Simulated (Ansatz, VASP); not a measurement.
## One calculation of Ti, two programs

File POSCAR:

```
Ti
1.0
    2.9888202413      0.0000000000      0.0000000000
   -1.4944101206      2.5883942563      0.0000000000
    0.0000000000      0.0000000000      4.7415860099
Ti
2
Direct
    0.6666666667      0.3333333333      0.7500000000
    0.3333333333      0.6666666667      0.2500000000
```

The input INCAR.step1:

```
SYSTEM = Ti
ALGO = Normal
EDIFF = 1E-5
ENCUT = 520
GGA = PE
ISIF = 2
ISMEAR = -1
LASPH = .True.
LCHARG = .False.
LREAL = .False.
LWAVE = .True.
NBANDS = 19
NELM = 100
PREC = Accurate
SIGMA = 0.05
```

INCAR.step2

```
SYSTEM = Ti
ALGO = Normal
EDIFF = 1E-7
ENCUT = 520
GGA = PE
HFSCREEN = 0.2079
ISIF = 2
ISMEAR = -1
ISTART = 1
LASPH = .True.
LCHARG = .False.
LHFCALC = .True.
LREAL = .False.
LWAVE = .False.
NBANDS = 19
NELM = 100
PREC = Accurate
PRECFOCK = Normal
SIGMA = 0.05
```

The input KPOINTS:

```
k-points
0
Gamma
  5 5 3
  0 0 0
```

input.yaml

```yaml
crystal:
  lattice:
    - [2.9888202413, 0.0, 0.0]
    - [-1.4944101206, 2.5883942563, 0.0]
    - [0.0, 0.0, 4.7415860099]
  atoms:
    - { symbol: Ti, position: [0.6666666667, 0.3333333333, 0.75] }
    - { symbol: Ti, position: [0.3333333333, 0.6666666667, 0.25] }
hamiltonian:
  xc: hse06
  pseudopotentials: { kind: paw }
kpoints:
  mp_grid: { grid: [5, 5, 3] }
scf:
  occupations: { method: fermi_dirac, width: 0.05 }
output:
  forces: true
  stress: true
  eigenvalues: true
```

Alike in both runs: task single point; functional HSE06; k mesh 5 × 5 × 3; occupations fermi-dirac, width 0.05 eV; no spin polarisation.

|  | VASP | Ansatz |
| --- | --- | --- |
| version | VASP 6.6.1 | Ansatz 0.2.0 |
| potentials or method | VASP PAW PBE potentials, release 64 (Ti_sv) | Ansatz PAW |
| plane-wave cutoff (eV) | 520 | 420 |
| valence electrons in the cell | 24 | 24 |

```csv
,VASP,Ansatz,Ansatz less VASP
gap on the k mesh at the Fermi level (eV),none,none,-
pressure (GPa),-8.1,-7.7,+0.44
"traceless stress, the component that is largest in VASP (GPa)",-2.45,-2.43,+0.014
```

A gap of «none» marks a metal or a gap that the smearing closes. With one functional, cell and mesh, what is left measures potentials, basis and numerics.

The k mesh is coarse, so the values compare programs but aren't converged.
